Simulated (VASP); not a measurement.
A run of VASP 6.6.1:

File INCAR:

```
PREC     = Accurate       # precision mode
ENCUT    = 520            # plane-wave cutoff, eV
EDIFF    = 1E-7           # SCF threshold, eV
ISMEAR   = 0              # smearing method
SIGMA    = 0.05           # smearing width, eV
LREAL    = False          # projectors in reciprocal space
LASPH    = True           # aspherical terms in the spheres
NELM     = 150            # most SCF steps
ALGO     = Normal         # electronic algorithm
ISIF     = 2              # what is computed and relaxed
LWAVE    = False          # write WAVECAR
LCHARG   = False          # write CHGCAR
ISPIN    = 2              # spin polarisation
MAGMOM   = 3 0 0 0        # initial moments
LORBIT   = 11             # projections on sites
LMAXMIX  = 4              # l up to which the mixer works
LDAU     = True           # DFT+U
LDAUTYPE = 2            
LDAUL    = 2 -1 -1        # shell
LDAUU    = 1 0 0          # U, eV
LDAUJ    = 0 0 0        
LDAUPRINT= 1            
NBANDS   = 30             # bands
```

File KPOINTS:

```
Automatic mesh
0
Gamma
  7 7 7
```

File POSCAR:

```
CrAgO2
1.0
    1.4925004200      0.8616955200      6.1699979900
   -1.4925004200      0.8616955200      6.1699979900
    0.0000000000     -1.7233910300      6.1699979900
Cr Ag O
1 1 2
Direct
    0.5000000000      0.5000000000      0.5000000000
    0.0000000000      0.0000000000      0.0000000000
    0.1119000000      0.1119000000      0.1119000000
    0.8881000000      0.8881000000      0.8881000000
```

Potentials or basis: VASP PAW LDA potentials, release 64 (Cr_pv, Ag, O).

Launch:

```sh
$ cat potpaw_LDA.64/Cr_pv/POTCAR potpaw_LDA.64/Ag/POTCAR potpaw_LDA.64/O/POTCAR > POTCAR
$ mpirun -np 1 vasp_std > vasp.out
```

Hardware: 1 thread of Intel Xeon 8259CL (shared host).

Question: Estimate the wall time of this run.

Answer: Wall time 11 min on 1 thread of Intel Xeon 8259CL (shared host), peak memory 0.34 GiB. Counts: scf iterations 16, k points 44.
